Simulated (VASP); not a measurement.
Set up this calculation in VASP 6.6.1, as the native input.

```
Task                   : single point
Functional             : PBEsol
Potentials or basis    : VASP PAW PBE potentials, release 64 (Hf_pv, O)
Cutoff                 : 520 eV
k mesh                 : 4 × 4 × 6
Occupations            : gaussian, width 0.01 eV
Spin                   : no spin polarisation
Dipole correction      : no
Further INCAR settings : ALGO = Normal; EDIFF = 1e-06; NBANDS = 31
```

The structure of HfO2 lies in POSCAR:

```
HfO2
1.0
    4.8533160686      0.0000000000      0.0000000000
    0.0000000000      4.8533160686      0.0000000000
    0.0000000000      0.0000000000      3.2319072344
Hf O
2 4
Direct
    0.0000000000      0.0000000000      0.0000000000
    0.5000000000      0.5000000000      0.5000000000
    0.1949550000      0.8050450000      0.5000000000
    0.3050450000      0.3050450000      0.0000000000
    0.6949550000      0.6949550000      0.0000000000
    0.8050450000      0.1949550000      0.5000000000
```

These files were run (other wordings do the same):

INCAR

```
ALGO = Normal ; EDIFF = 1E-6
ENCUT = 520 ; GGA = PS
ISIF = 2 ; ISMEAR = 0
LASPH = T ; LCHARG = T
LELF = T ; LREAL = F
LVHAR = T ; LWAVE = F
NBANDS = 31 ; NELM = 80
PREC = Accurate ; SIGMA = 0.01
```

KPOINTS

```
k-points
0
Gamma
  4 4 6
```

Potentials or basis: VASP PAW PBE potentials, release 64 (Hf_pv, O).

Launch:

```sh
$ cat potpaw_PBE.64/Hf_pv/POTCAR potpaw_PBE.64/O/POTCAR > POTCAR
$ mpirun -np 1 vasp_std > vasp.out
```

Results of the run:

```json
{
  "Pressure": "-6.3 GPa",
  "Largest force": "0.108 eV/Å",
  "Band gap on the k mesh": "3.78 eV, direct"
}
```

Caveat: the PAW data sets were made with another functional, which shifts forces and pressure a little; spin-orbit coupling is left out, which moves the levels of the heavy elements.

It took 30 s on 1 thread of Intel(R) Xeon(R) Platinum 8559C (Emerald Rapids), with other jobs on the host, peak memory 0.2 GiB.
